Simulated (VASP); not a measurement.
Here is a VASP 6.6.1 calculation.

Contents of INCAR:

```
PREC     = Accurate       # precision mode
ENCUT    = 500            # plane-wave cutoff, eV
EDIFF    = 1E-6           # SCF threshold, eV
ISMEAR   = 0              # smearing method
SIGMA    = 0.1            # smearing width, eV
LREAL    = F              # projectors in reciprocal space
LASPH    = T              # aspherical terms in the spheres
NELM     = 120            # most SCF steps
ALGO     = Normal         # electronic algorithm
ISIF     = 2              # what is computed and relaxed
LWAVE    = F              # write WAVECAR
LCHARG   = F              # write CHGCAR
GGA      = PE             # functional
NBANDS   = 13             # bands
GGA_COMPAT= F
```

Contents of KPOINTS:

```
Automatic mesh
0
Gamma
  8 8 8
```

POSCAR

```
Mo
1.0
   -1.5838089719      1.5838089719      1.5838089719
    1.5838089719     -1.5838089719      1.5838089719
    1.5838089719      1.5838089719     -1.5838089719
Mo
1
Direct
    0.0000000000      0.0000000000      0.0000000000
```

Potentials or basis: VASP PAW PBE potentials, release 64 (Mo_sv).

Run with:

```console
$ cat potpaw_PBE.64/Mo_sv/POTCAR > POTCAR
$ mpirun -np 1 vasp_std > vasp.out
```

Question: What does it give for the pressure?

Answer: -0.5 GPa.

Question: Predict the band gap on the k mesh.

Answer: Zero (band 7 reaches 16.21 eV, above the bottom of band 8 at 10.99 eV).
